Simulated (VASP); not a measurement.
# AlP (F-43m) in VASP: further runs

The runs below take AlP through single point, with PBE.

All numbers are computed with VASP 6.6.1; they aren't measurements. Logs are shortened: lines on timing, memory, paths and dates and some standing lists are left out, and cuts for length are marked.

### 1 The cell of the first run

Symmetry: F-43m, No. 216, cubic system. Conventional cell: a = 5.313 Å, b = 5.313 Å, c = 5.313 Å, α = 90.00°, β = 90.00°, γ = 90.00°. Within 3.0 Å of Al (site symmetry -43m) lie 4 P at 2.30 Å. P (site symmetry -43m) has 4 Al at 2.30 Å within 3.0 Å.

### 2 Single point, PBE

File INCAR:

```
  PREC = Accurate
  ENCUT = 500
  EDIFF = 1E-6
  ISMEAR = 0
  SIGMA = 0.01
  LREAL = False
  LASPH = True
  NELM = 120
  ALGO = Normal
  ISIF = 2
  LWAVE = False
  LCHARG = False
  GGA = PE
  NBANDS = 11
  GGA_COMPAT = False
```

File KPOINTS:

```
regular mesh
0
Gamma
  6 6 6
```

File POSCAR:

```
AlP
1.0
    0.0000000000      2.6566263788      2.6566263788
    2.6566263788      0.0000000000      2.6566263788
    2.6566263788      2.6566263788      0.0000000000
Al P
1 1
Direct
    0.0000000000      0.0000000000      0.0000000000
    0.2500000000      0.2500000000      0.2500000000
```

Potentials or basis: VASP PAW PBE potentials, release 64 (Al, P).

On the command line:

```sh
$ cat potpaw_PBE.64/Al/POTCAR potpaw_PBE.64/P/POTCAR > POTCAR
$ mpirun -np 1 vasp_std > vasp.out
```

OUTCAR:

```text
PREC = Accurate
   ENCUT = 500
   EDIFF = 1E-6
   ISMEAR = 0
   LREAL = False
   LASPH = True
   NELM = 120
   ISIF = 2
   GGA = PE

 ion  position               nearest neighbor table
   1  0.000  0.000  0.000-   2 2.30   2 2.30   2 2.30   2 2.30
   2  0.250  0.250  0.250-   1 2.30   1 2.30   1 2.30   1 2.30

  LATTYP: Found a face centered cubic cell.
 ALAT       =     5.3132527576

  Lattice vectors:

 A1 = (   0.0000000000,   2.6566263788,   2.6566263788)
 A2 = (   2.6566263788,   0.0000000000,   2.6566263788)
 A3 = (   2.6566263788,   2.6566263788,   0.0000000000)

Analysis of symmetry for initial positions (statically):
=====================================================================
 Subroutine PRICEL returns:
 Original cell was already a primitive cell.

 Routine SETGRP: Setting up the symmetry group for a
 face centered cubic supercell.

 Subroutine GETGRP returns: Found 24 space group operations
 (whereof 24 operations were pure point group operations)
 out of a pool of 48 trial point group operations.

The static configuration has the point symmetry T_d .

Analysis of symmetry for dynamics (positions and initial velocities):
=====================================================================
 Subroutine PRICEL returns:
 Original cell was already a primitive cell.

 Routine SETGRP: Setting up the symmetry group for a
 face centered cubic supercell.

 Subroutine GETGRP returns: Found 24 space group operations
 (whereof 24 operations were pure point group operations)
 out of a pool of 48 trial point group operations.

The dynamic configuration has the point symmetry T_d .

 Subroutine INISYM returns: Found 24 space group operations
 (whereof 24 operations are pure point group operations),
 and found     1 'primitive' translations

----------------------------------------------------------------------------------------

                                     Primitive cell

  volume of cell :      37.4992

  direct lattice vectors                    reciprocal lattice vectors
     0.000000000  2.656626379  2.656626379    -0.188208626  0.188208626  0.188208626
     2.656626379  0.000000000  2.656626379     0.188208626 -0.188208626  0.188208626
     2.656626379  2.656626379  0.000000000     0.188208626  0.188208626 -0.188208626

  length of vectors
     3.757037055  3.757037055  3.757037055     0.325986902  0.325986902  0.325986902

  position of ions in fractional coordinates (direct lattice)
[... 76 lines left out ...]
   ISIF   =      2    stress and relaxation
   ISYM   =      2    0-nonsym 1-usesym 2-fastsym
   POTIM  = 0.5000    time-step for ionic-motion
   TEBEG  =    0.0;   TEEND  =   0.0 temperature during run
   PSTRESS=    0.0 pullay stress
   NELECT =       8.0000    total number of electrons
   NUPDOWN=      -1.0000    fix difference up-down
   EMIN   =  10.00;   EMAX   =-10.00  energy-range for DOS
   EFERMI =   0.00;   METHOD = LEGACY
   ISMEAR =     0;   SIGMA  =   0.01  broadening in eV -4-tet -1-fermi 0-gaus
   EFERMI_NEDOS =   21; number of points for ismear=-14 and -15
   IALGO  =     38    algorithm
   IMIX   =      4    mixing-type and parameters
     AMIX     =   0.40;   BMIX     =  1.00
     AMIX_MAG =   1.60;   BMIX_MAG =  1.00
  volume/ion in A,a.u.               =      18.75       126.53
  Fermi-wavevector in a.u.,A,eV,Ry     =   0.978208  1.848544 13.019279  0.956890
  Thomas-Fermi vector in A             =   2.108965
   LORBIT       =      0    0 simple, 1 ext, 2 COOP (PROOUT), +10 PAW based schemes
   GGA     = PE    functional components
   LHFCALC =     F    Hartree Fock is set to
   AEXX    =    0.0000 exact exchange contribution
   IVDW    =     0    specifies the selected vdW correction
   LEPSILON=     F    determine dielectric tensor
   LRPA    =     F    only Hartree local field effects (RPA)
 non-spin polarized calculation
 Gauss-broadening in eV      SIGMA  =   0.01
  energy-cutoff  :      500.00
  volume of cell :       37.50
 maximum number of plane-waves:       962
   NGX = 13   NGY = 13   NGZ = 13

 number of electron       8.0000000 magnetization

 Free energy of the ion-electron system (eV)
  ---------------------------------------------------
  ext. energy  EPLUGINS =         0.00000000
  ---------------------------------------------------
  free energy    TOTEN  =       -10.23523051 eV

  energy without entropy =      -10.23523051  energy(sigma->0) =      -10.23523051

 E-fermi :   5.4656     XC(G=0):  -9.5284

 val. band max:        5.3634817344   @ k =   0.0000   0.0000   0.0000
 cond. band min:       6.7644369357   @ k =   0.5000   0.5000   0.0000
 fundamental gap:      1.4009552013
 Fermi energy:         5.4655678953

 k-point     1 :       0.0000    0.0000    0.0000
  band No.  band energies     occupation
      1      -6.6323      2.00000
      2       5.3635      2.00000
      3       5.3635      2.00000
      4       5.3635      2.00000
      5       9.3807      0.00000
      6      10.0335      0.00000
      7      10.0335      0.00000
      8      10.0335      0.00000
      9      14.2840      0.00000
     10      14.2840      0.00000
     11      16.2456      0.00000
[... 197 lines left out ...]
 k-point    16 :      -0.3333    0.5000    0.1667
  band No.  band energies     occupation
      1      -3.9447      2.00000
      2       0.0767      2.00000
      3       2.1786      2.00000
      4       2.4368      2.00000
      5       8.6441      0.00000
      6       9.7781      0.00000
      7      13.3416      0.00000
      8      13.7207      0.00000
      9      17.2720      0.00000
     10      17.7711      0.00000
     11      19.3292      0.00000

------------------------ aborting loop because EDIFF is reached ----------------------------------------

  FORCE on cell =-STRESS in cart. coord.  units (eV):
  Direction    XX          YY          ZZ          XY          YZ          ZX
  --------------------------------------------------------------------------------------
  -------------------------------------------------------------------------------------
  Total        2.5903498      2.5903498      2.5903498     -0.0000000      0.0000000      0.0000000
  in kB      110.6744978    110.6744978    110.6744978     -0.0000000      0.0000000      0.0000000
  external PRESSURE =     110.6744978 kB  Pullay stress =       0.0000000 kB

 VOLUME and BASIS-vectors are now :
 -----------------------------------------------------------------------------
  energy-cutoff  :      500.00
  volume of cell :       37.50
      direct lattice vectors                 reciprocal lattice vectors
     0.000000000  2.656626379  2.656626379    -0.188208626  0.188208626  0.188208626
     2.656626379  0.000000000  2.656626379     0.188208626 -0.188208626  0.188208626
     2.656626379  2.656626379  0.000000000     0.188208626  0.188208626 -0.188208626

 POSITION                                       TOTAL-FORCE (eV/Angst)
 -----------------------------------------------------------------------------------
      0.00000      0.00000      0.00000         0.000000      0.000000      0.000000
      1.32831      1.32831      1.32831        -0.000000     -0.000000     -0.000000
 -----------------------------------------------------------------------------------
    total drift:                                0.000000      0.000000      0.000000

  FREE ENERGIE OF THE ION-ELECTRON SYSTEM (eV)
  ---------------------------------------------------
  free  energy   TOTEN  =       -10.2352305080 eV

  energy  without entropy=      -10.2352305080  energy(sigma->0) =      -10.23523051
```

OSZICAR:

```text
N       E                     dE             d eps       ncg     rms          rms(c)
DAV:   1     0.127173169546E+02    0.12717E+02   -0.31677E+03   352   0.541E+02
DAV:   2    -0.975742278328E+01   -0.22475E+02   -0.21100E+02   481   0.938E+01
DAV:   3    -0.106147176768E+02   -0.85729E+00   -0.85478E+00   435   0.169E+01
DAV:   4    -0.106222823572E+02   -0.75647E-02   -0.75637E-02   445   0.192E+00
DAV:   5    -0.106224114981E+02   -0.12914E-03   -0.12914E-03   448   0.237E-01    0.490E+00
DAV:   6    -0.102900061733E+02    0.33241E+00   -0.59359E-01   406   0.296E+00    0.319E+00
DAV:   7    -0.102348368424E+02    0.55169E-01   -0.25313E-01   409   0.208E+00    0.156E+00
DAV:   8    -0.102351940712E+02   -0.35723E-03   -0.16315E-02   397   0.641E-01    0.209E-01
DAV:   9    -0.102351019118E+02    0.92159E-04   -0.72773E-04   431   0.152E-01    0.790E-02
DAV:  10    -0.102352254811E+02   -0.12357E-03   -0.17681E-04   397   0.724E-02    0.872E-03
DAV:  11    -0.102352300381E+02   -0.45569E-05   -0.19889E-05   435   0.217E-02    0.159E-02
DAV:  12    -0.102352305080E+02   -0.46998E-06   -0.16574E-06   410   0.667E-03
   1 F= -.10235231E+02 E0= -.10235231E+02  d E =-.430086E-49
```

Wall time 14 s (1 thread of Intel Xeon Platinum 8259CL at 2.50GHz (Skylake/Cascade Lake), shared host); peak memory 0.14 GiB.

What came out:

| Quantity | Value |
| --- | --- |
| Free energy | -10.2352 eV |
| Pressure | 11.1 GPa |
| Band gap on the k mesh | 1.40 eV, indirect (least direct gap 3.68 eV) |

Levels at points of the mesh, in eV from the valence-band top:
```csv
k point,band 1,band 2,band 3,band 4,band 5,band 6,band 7,band 8
"(0.00, 0.00, 0.00)",-12.00,0.00,0.00,0.00,4.02,4.67,4.67,4.67
"(0.50, 0.00, 0.00)",-10.11,-5.91,-0.81,-0.81,3.12,4.83,4.83,8.49
"(0.50, 0.50, 0.00)",-9.36,-5.60,-2.28,-2.28,1.40,2.43,11.78,11.78
```

A k mesh can miss the band edges. A hybrid or GW would open this gap; PBE tends to underestimate it.

### 3 Single point, PBE

This run uses another cell than the first one, of 19.56 Å³/atom, 1.043 times its volume.

File INCAR:

```
PREC = Accurate
ENCUT = 500
EDIFF = 1E-6
ISMEAR = 0
SIGMA = 0.01
LREAL = F
LASPH = T
NELM = 120
ALGO = Normal
ISIF = 2
LWAVE = F
LCHARG = F
GGA = PE
NBANDS = 11
GGA_COMPAT = F
```

File KPOINTS:

```
Automatic mesh
0
Gamma
  6 6 6
```

File POSCAR:

```
AlP
1.0
    0.0000000000      2.6945833124      2.6945833124
    2.6945833124      0.0000000000      2.6945833124
    2.6945833124      2.6945833124      0.0000000000
Al P
1 1
Direct
    0.0000000000      0.0000000000      0.0000000000
    0.2500000000      0.2500000000      0.2500000000
```

Potentials or basis: VASP PAW PBE potentials, release 64 (Al, P).

On the command line:

```sh
$ cat potpaw_PBE.64/Al/POTCAR potpaw_PBE.64/P/POTCAR > POTCAR
$ mpirun -np 1 vasp_std > vasp.out
```

It took 13 s on 1 thread of Intel Xeon Platinum 8259CL at 2.50GHz (Skylake/Cascade Lake), shared host; peak memory 0.14 GiB.

It converged, with:

| Property | Result |
| --- | --- |
| Free energy | -10.3220 eV |
| Pressure | 6.1 GPa |
| Band gap on the k mesh | 1.50 eV, indirect (least direct gap 3.64 eV) |

Levels at points of the mesh, in eV from the valence-band top:
```csv
k point,band 1,band 2,band 3,band 4,band 5,band 6,band 7,band 8
"(0.00, 0.00, 0.00)",-11.74,0.00,0.00,0.00,3.64,4.61,4.61,4.61
"(0.50, 0.00, 0.00)",-9.96,-5.71,-0.79,-0.79,2.96,4.83,4.83,8.38
"(0.50, 0.50, 0.00)",-9.25,-5.44,-2.19,-2.19,1.50,2.45,11.41,11.41
```

[end of part 1 of 2]
